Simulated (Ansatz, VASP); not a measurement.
**Pt: VASP beside Ansatz**

```
Pt
1.0
     2.77895    0.00000    0.00000
    -1.38947    2.40664    0.00000
     0.00000    0.00000    4.82387
Pt
2
Direct
  0.33333 0.66667 0.25000
  0.66667 0.33333 0.75000
```

Alike in both runs: task single point; functional LDA; k mesh 11 × 11 × 6; occupations fermi-dirac, width 0.05 eV; no spin polarisation.

|  | VASP | Ansatz |
| --- | --- | --- |
| version | VASP 6.6.1 | Ansatz 0.2.0 |
| potentials or method | VASP PAW LDA potentials, release 64 (Pt_sv_GW) | Ansatz PAW |
| plane-wave cutoff (eV) | 500 | 420 |
| valence electrons in the cell | 36 | 36 |

```csv
,VASP,Ansatz,Ansatz less VASP
gap on the k mesh at the Fermi level (eV),none,none,-
pressure (GPa),-22.0,-19.6,+2.38
"traceless stress, the component that is largest in VASP (GPa)",0.06,0.25,+0.191
```

LDA's correlation is that of Perdew and Zunger in VASP and of Perdew and Wang (1992) in Ansatz. A gap of «none» marks a metal or a gap that the smearing closes.

Spin-orbit coupling is off throughout.
